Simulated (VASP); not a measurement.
# ZnO (P6_3mc) in VASP: a series of runs

Runs on ZnO. Level: PBEsol. Tasks: relaxation of cell and atoms.

Program: VASP 6.6.1. These are calculated values, not measurements. Logs are shortened: lines on timing, memory, paths and dates and some standing lists are left out, and cuts for length are marked.

### 1 The cell of the first run

It takes space group P6_3mc (No. 186, hexagonal). Conventional cell: a = 3.249 Å, b = 3.249 Å, c = 5.206 Å, α = 90.00°, β = 90.00°, γ = 120.00°. Within 2.6 Å of Zn (site symmetry 3m) lie 4 O at 1.97 to 1.98 Å. Within 2.6 Å of O (site symmetry 3m) lie 4 Zn at 1.97 to 1.98 Å.

### 2 Relaxation of cell and atoms, PBEsol, target pressure 5 GPa, at which the enthalpy is minimised

File INCAR:

```
SYSTEM = ZnO
ALGO = Normal
EDIFF = 1E-6
EDIFFG = -0.01
ENCUT = 600
GGA = PS
IBRION = 2
ISIF = 3
ISMEAR = -1
LASPH = .TRUE.
LCHARG = .FALSE.
LREAL = .FALSE.
LWAVE = .FALSE.
NELM = 60
NSW = 60
PREC = Accurate
PSTRESS = 50.0
SIGMA = 0.05
```

File KPOINTS:

```
k-points
0
G
  9 9 5
  0 0 0
```

File POSCAR:

```
ZnO
1.0
    3.2493080000      0.0000000000      0.0000000000
   -1.6246540000      2.8139832727      0.0000000000
    0.0000000000      0.0000000000      5.2057090000
Zn O
2 2
Direct
    0.6666666667      0.3333333333      0.0000000000
    0.3333333333      0.6666666667      0.5000000000
    0.3333333333      0.6666666667      0.8790100000
    0.6666666667      0.3333333333      0.3790100000
```

Potentials or basis: VASP PAW PBE potentials, release 64 (Zn, O).

Started as:

```console
$ cat potpaw_PBE.64/Zn/POTCAR potpaw_PBE.64/O/POTCAR > POTCAR
$ mpirun -np 1 vasp_std > vasp.out
```

OUTCAR:

```text
SYSTEM = ZnO
   EDIFF = 1E-6
   EDIFFG = -0.01
   ENCUT = 600
   GGA = PS
   IBRION = 2
   ISIF = 3
   ISMEAR = -1
   LASPH = .TRUE.
   LREAL = .FALSE.
   NELM = 60
   NSW = 60
   PREC = Accurate
   PSTRESS = 50.0

 ion  position               nearest neighbor table
   1  0.667  0.333  0.000-   4 1.97   3 1.98   3 1.98   3 1.98
   2  0.333  0.667  0.500-   3 1.97   4 1.98   4 1.98   4 1.98
   3  0.333  0.667  0.879-   2 1.97   1 1.98   1 1.98   1 1.98
   4  0.667  0.333  0.379-   1 1.97   2 1.98   2 1.98   2 1.98

  LATTYP: Found a hexagonal cell.
 ALAT       =     3.2493080000
 C/A-ratio  =     1.6020977390

  Lattice vectors:

 A1 = (   3.2493080000,   0.0000000000,   0.0000000000)
 A2 = (  -1.6246540000,   2.8139832727,   0.0000000000)
 A3 = (   0.0000000000,   0.0000000000,   5.2057090000)

Analysis of symmetry for initial positions (statically):
=====================================================================
 Subroutine PRICEL returns:
 Original cell was already a primitive cell.

 Routine SETGRP: Setting up the symmetry group for a
 hexagonal supercell.

 Subroutine GETGRP returns: Found 12 space group operations
 (whereof  6 operations were pure point group operations)
 out of a pool of 24 trial point group operations.

The static configuration has the point symmetry C_3v.
 The point group associated with its full space group is C_6v.

Analysis of symmetry for dynamics (positions and initial velocities):
=====================================================================
 Subroutine PRICEL returns:
 Original cell was already a primitive cell.

 Routine SETGRP: Setting up the symmetry group for a
 hexagonal supercell.

 Subroutine GETGRP returns: Found 12 space group operations
 (whereof  6 operations were pure point group operations)
 out of a pool of 24 trial point group operations.

The dynamic configuration has the point symmetry C_3v.
 The point group associated with its full space group is C_6v.

 Subroutine INISYM returns: Found 12 space group operations
 (whereof  6 operations are pure point group operations),
 and found     1 'primitive' translations

----------------------------------------------------------------------------------------

                                     Primitive cell

  volume of cell :      47.5984

  direct lattice vectors                    reciprocal lattice vectors
     3.249308000  0.000000000  0.000000000     0.307757836  0.177684070  0.000000000
    -1.624654000  2.813983273  0.000000000     0.000000000  0.355368139  0.000000000
     0.000000000  0.000000000  5.205709000     0.000000000  0.000000000  0.192096792

  length of vectors
     3.249308000  3.249308000  5.205709000     0.355368139  0.355368139  0.192096792

  position of ions in fractional coordinates (direct lattice)
     0.666666667  0.333333333  0.000000000
     0.333333333  0.666666667  0.500000000
     0.333333333  0.666666667  0.879010000
     0.666666667  0.333333333  0.379010000

  ion indices of the primitive-cell ions
   primitive index   ion index
                 1           1
                 2           2
                 3           3
                 4           4

----------------------------------------------------------------------------------------

 KPOINTS: k-points

Automatic generation of k-mesh.
 Grid dimensions read from file:
 generate k-points for:    9    9    5

 Generating k-lattice:

  Cartesian coordinates                     Fractional coordinates (reciprocal lattice)
     0.034195315  0.019742674  0.000000000     0.111111111  0.000000000  0.000000000
     0.000000000  0.039485349  0.000000000     0.000000000  0.111111111  0.000000000
     0.000000000  0.000000000  0.038419358     0.000000000  0.000000000  0.200000000

  Length of vectors
     0.039485349  0.039485349  0.038419358

  Shift w.r.t. Gamma in fractional coordinates (k-lattice)
     0.000000000  0.000000000  0.000000000

 Subroutine IBZKPT returns following result:
 ===========================================

 Found     36 irreducible k-points:

 Following reciprocal coordinates:
            Coordinates               Weight
  0.000000  0.000000  0.000000      1.000000
  0.111111  0.000000  0.000000      6.000000
  0.222222  0.000000  0.000000      6.000000
  0.333333  0.000000  0.000000      6.000000
  0.444444  0.000000  0.000000      6.000000
  0.111111  0.111111  0.000000      6.000000
[... 16 lines left out ...]
  0.333333  0.222222  0.200000     24.000000
  0.333333  0.333333  0.200000      4.000000
 [... further k-points ...]
   k-points           NKPTS =     36   k-points in BZ     NKDIM =     36   number of bands    NBANDS=     22
   number of dos      NEDOS =    301   number of ions     NIONS =      4
   total plane-waves  NPLWV =  32928
   dimension x,y,z NGX =    28 NGY =   28 NGZ =   42
   dimension x,y,z NGXF=    56 NGYF=   56 NGZF=   84
   ions per type =               2   2
   NGX,Y,Z   is equivalent  to a cutoff of  14.33, 14.33, 13.41 a.u.
   NGXF,Y,Z  is equivalent  to a cutoff of  28.65, 28.65, 26.83 a.u.
 SYSTEM =  ZnO
   PREC   = accura    normal or accurate (medium, high low for compatibility)
   ISTART =      0    job   : 0-new  1-cont  2-samecut
   ICHARG =      2    charge: 1-file 2-atom 10-const
   ISPIN  =      1    spin polarized calculation?
   LNONCOLLINEAR =      F non collinear calculations
   LSORBIT =      F    spin-orbit coupling
   LASPH  =      T    aspherical Exc in radial PAW
   ENCUT  =  600.0 eV  44.10 Ry    6.64 a.u.   6.49  6.49 10.40*2*pi/ulx,y,z
   NELM   =     60;   NELMIN=  2; NELMDL= -5     # of ELM steps
   EDIFF  = 0.1E-05   stopping-criterion for ELM
   LREAL  =      F    real-space projection
   EDIFFG = -.1E-01   stopping-criterion for IOM
   NSW    =     60    number of steps for IOM
   IBRION =      2    ionic relax: 0-MD 1-quasi-New 2-CG
   NFREE  =      1    steps in history (QN), initial steepest desc. (CG)
   ISIF   =      3    stress and relaxation
   ISYM   =      2    0-nonsym 1-usesym 2-fastsym
   POTIM  = 0.5000    time-step for ionic-motion
   TEBEG  =    0.0;   TEEND  =   0.0 temperature during run
   PSTRESS=   50.0 pullay stress
   NELECT =      36.0000    total number of electrons
   NUPDOWN=      -1.0000    fix difference up-down
   EMIN   =  10.00;   EMAX   =-10.00  energy-range for DOS
   EFERMI =   0.00;   METHOD = LEGACY
   ISMEAR =    -1;   SIGMA  =   0.05  broadening in eV -4-tet -1-fermi 0-gaus
   EFERMI_NEDOS =   21; number of points for ismear=-14 and -15
   IALGO  =     38    algorithm
   IMIX   =      4    mixing-type and parameters
     AMIX     =   0.40;   BMIX     =  1.00
     AMIX_MAG =   1.60;   BMIX_MAG =  1.00
  volume/ion in A,a.u.               =      11.90        80.30
  Fermi-wavevector in a.u.,A,eV,Ry     =   1.491574  2.818667 30.270160  2.224794
  Thomas-Fermi vector in A             =   2.604212
   LORBIT       =      0    0 simple, 1 ext, 2 COOP (PROOUT), +10 PAW based schemes
   GGA     = PS    functional components
   LHFCALC =     F    Hartree Fock is set to
   AEXX    =    0.0000 exact exchange contribution
   IVDW    =     0    specifies the selected vdW correction
   LEPSILON=     F    determine dielectric tensor
   LRPA    =     F    only Hartree local field effects (RPA)
 conjugate gradient relaxation of ions
 non-spin polarized calculation
  energy-cutoff  :      600.00
  volume of cell :       47.60
 maximum number of plane-waves:      1605
 NGX is ok and might be reduce to    28
   NGX = 13   NGY = 13   NGZ = 21

--------------------------------------- Ionic step        1  -------------------------------------------

 number of electron      36.0000008 magnetization

 Free energy of the ion-electron system (eV)
  ---------------------------------------------------
  ext. energy  EPLUGINS =         0.00000000
  ---------------------------------------------------
  free energy    TOTEN  =       -19.41388307 eV

  energy without entropy =      -19.41387332  energy(sigma->0) =      -19.41387819

------------------------ aborting loop because EDIFF is reached ----------------------------------------

  FORCE on cell =-STRESS in cart. coord.  units (eV):
  Direction    XX          YY          ZZ          XY          YZ          ZX
  --------------------------------------------------------------------------------------
  -------------------------------------------------------------------------------------
  Total       -0.3667715     -0.3667715      0.1428244      0.0000000      0.0000000      0.0000000
  in kB      -12.3456471    -12.3456471      4.8075161      0.0000000      0.0000000      0.0000000
  external PRESSURE =     -56.6279260 kB  Pullay stress =      50.0000000 kB
[... 305 lines left out ...]
  enthalpy is  TOTEN    =       -17.9611720376 eV   P V=        1.4327366223

--------------------------------------- Ionic step        9  -------------------------------------------

 number of electron      35.9999997 magnetization

 Free energy of the ion-electron system (eV)
  ---------------------------------------------------
  ext. energy  EPLUGINS =         0.00000000
  ---------------------------------------------------
  free energy    TOTEN  =       -19.39383446 eV

  energy without entropy =      -19.39382818  energy(sigma->0) =      -19.39383132

 E-fermi :   1.7905     XC(G=0): -11.3814

 val. band max:        1.3884739306   @ k =   0.0000   0.0000   0.0000
 cond. band min:       2.1179956971   @ k =   0.0000   0.0000   0.0000
 fundamental gap:      0.7295217665
 Fermi energy:         1.7904578543

 k-point     1 :       0.0000    0.0000    0.0000
  band No.  band energies     occupation
      1     -16.9609      2.00000
      2     -16.1618      2.00000
      3      -4.6274      2.00000
      4      -4.5183      2.00000
      5      -4.5183      2.00000
      6      -4.4660      2.00000
[... 574 lines left out ...]
      6      -4.0091      2.00000
[... 14 lines left out ...]
     21       9.2645      0.00000
     22       9.4520      0.00000

 [... further k-points ...]

------------------------ aborting loop because EDIFF is reached ----------------------------------------

  FORCE on cell =-STRESS in cart. coord.  units (eV):
  Direction    XX          YY          ZZ          XY          YZ          ZX
  --------------------------------------------------------------------------------------
  -------------------------------------------------------------------------------------
  Total        1.3936852      1.3936852      1.4186532      0.0000000     -0.0000000      0.0000000
  in kB       48.6407921     48.6407921     49.5121959      0.0000000     -0.0000000      0.0000000
  external PRESSURE =      -1.0687399 kB  Pullay stress =      50.0000000 kB
[... 19 lines left out ...]
  FREE ENERGIE OF THE ION-ELECTRON SYSTEM (eV)
  ---------------------------------------------------
  free  energy   TOTEN  =       -19.3938344626 eV

  energy  without entropy=      -19.3938281776  energy(sigma->0) =      -19.39383132

  enthalpy is  TOTEN    =       -17.9612043792 eV   P V=        1.4326300834

 reached required accuracy - stopping structural energy minimisation
```

Run time: 91 s. Hardware: 1 thread of Intel Xeon 6975P-C (Granite Rapids), shared host; peak memory 0.2 GiB.

What came out:

| Property | Result |
| --- | --- |
| Free energy | -19.3938 eV |
| Relaxed volume | 11.48 Å³/atom |
| Relaxed cell | a = 3.204 Å, b = 3.204 Å, c = 5.165 Å, α = 90.00°, β = 90.00°, γ = 120.00° |
| Space group after relaxing (to 0.1 Å) | P6_3mc (No. 186) |
| Energy change on relaxing (the run minimises the enthalpy) | +5.0 meV/atom |
| Ionic steps | 9 |
| Pressure after relaxing | 4.9 GPa |
| Largest force after relaxing | 0.004 eV/Å |
| Band gap on the k mesh | 0.73 eV |

Forces on the atoms (eV/Å):
```
Zn   0.000  0.000  0.004
Zn   0.000  0.000  0.004
O    0.000  0.000 -0.004
O    0.000  0.000 -0.004
```

Stress tensor (GPa, compression positive):
```
4.86 0.00 0.00
0.00 4.86 0.00
0.00 0.00 4.95
```

The path:
```
step  energy change (eV)  largest force (eV/Å)  pressure (GPa)  volume (Å³)
   1              0.0000                0.0651           -0.66        47.60
   2              0.0709                0.0413            9.40        44.76
   3              0.0215                0.0081            5.00        45.87
   4              0.0225                0.0067            5.09        45.83
   5              0.0221                0.0161            5.04        45.84
   6              0.0221                0.0139            5.13        45.84
   7              0.0202                0.0124            4.96        45.90
   8              0.0200                0.0121            4.92        45.91
   9              0.0200                0.0035            4.89        45.91
```

Final structure:
```cif
data_structure
_symmetry_space_group_name_H-M 'P 1'
_symmetry_Int_Tables_number 1
_cell_length_a 3.2036
_cell_length_b 3.2036
_cell_length_c 5.1651
_cell_angle_alpha 90.000
_cell_angle_beta 90.000
_cell_angle_gamma 120.000
_cell_volume 45.91
loop_
_atom_site_label
_atom_site_type_symbol
_atom_site_fract_x
_atom_site_fract_y
_atom_site_fract_z
_atom_site_occupancy
Zn1 Zn 0.66667 0.33333 0.99985 1
Zn2 Zn 0.33333 0.66667 0.49985 1
O1 O 0.33333 0.66667 0.87916 1
O2 O 0.66667 0.33333 0.37916 1
```

Caveat: the cell is relaxed towards a set pressure, so the run minimises the enthalpy, not the energy; the PAW data sets were made with another functional, which shifts forces and pressure a little.

### 3 Relaxation of cell and atoms, PBEsol, target pressure 10 GPa, at which the enthalpy is minimised

File INCAR:

```
SYSTEM = ZnO
  ALGO = Normal
  EDIFF = 1E-6
  EDIFFG = -0.01
  ENCUT = 600
  GGA = PS
  IBRION = 2
  ISIF = 3
  ISMEAR = -1
  LASPH = .TRUE.
  LCHARG = .FALSE.
  LREAL = .FALSE.
  LWAVE = .FALSE.
  NELM = 60
  NSW = 60
  PREC = Accurate
  PSTRESS = 100.0
  SIGMA = 0.05
```

KPOINTS is that of step 2.

POSCAR is that of step 2.

Potentials or basis: VASP PAW PBE potentials, release 64 (Zn, O).

Started as:

```console
$ cat potpaw_PBE.64/Zn/POTCAR potpaw_PBE.64/O/POTCAR > POTCAR
$ mpirun -np 1 vasp_std > vasp.out
```

It took 2.1 min on 1 thread of Intel Xeon 6975P-C (Granite Rapids), shared host; peak memory 0.2 GiB.

Results (log left out):

| Property | Result |
| --- | --- |
| Free energy | -19.3337 eV |
| Relaxed volume | 11.15 Å³/atom |
| Relaxed cell | a = 3.173 Å, b = 3.173 Å, c = 5.116 Å, α = 90.00°, β = 90.00°, γ = 120.00° |
| Space group after relaxing (to 0.1 Å) | P6_3mc (No. 186) |
| Energy change on relaxing (the run minimises the enthalpy) | +20.0 meV/atom |
| Ionic steps | 13 |
| Pressure after relaxing | 10.0 GPa |
| Largest force after relaxing | 0.005 eV/Å |
| Band gap on the k mesh | 0.77 eV |

Forces on the atoms (eV/Å):
```
Zn   0.000  0.000 -0.005
Zn   0.000  0.000 -0.005
O    0.000  0.000  0.005
O    0.000  0.000  0.005
```

Stress tensor (GPa, compression positive):
```
 9.88  0.00  0.00
 0.00  9.88  0.00
 0.00  0.00 10.11
```

Step by step:
```
step  energy change (eV)  largest force (eV/Å)  pressure (GPa)  volume (Å³)
   1              0.0000                0.0651           -0.66        47.60
   2              0.2942                0.0546           20.83        42.35
   3              0.0795                0.0154            9.99        44.61
   4              0.0831                0.0140           10.08        44.56
   5              0.0826                0.0210           10.09        44.56
   6              0.0827                0.0114           10.15        44.56
   7              0.0790                0.0130            9.97        44.62
   8              0.0787                0.0122            9.83        44.63
   9              0.0789                0.0139            9.95        44.62
  10              0.0786                0.0032            9.87        44.63
  11              0.0785                0.0004            9.86        44.63
  12              0.0792                0.0025            9.92        44.62
  13              0.0802                0.0054            9.96        44.60
```

Final structure:
```xyz
4
Lattice="3.1729 0.0000 0.0000 -1.5865 2.7478 0.0000 0.0000 0.0000 5.1156" Properties=species:S:1:pos:R:3 pbc="T T T"
Zn    1.5865    0.9159    5.1154
Zn    0.0000    1.8319    2.5576
O     0.0000    1.8319    4.4968
O     1.5865    0.9159    1.9390
```

Levels at points of the mesh, in eV from the valence-band top:
```
           k point  band 14  band 15  band 16  band 17  band 18  band 19  band 20  band 21  band 22
(0.00, 0.00, 0.00)    -0.88    -0.88    -0.11     0.00     0.00     0.77     5.35     8.29    13.10
```

Caveat: the cell is relaxed towards a set pressure, so the run minimises the enthalpy, not the energy; the PAW data sets were made with another functional, which shifts forces and pressure a little.
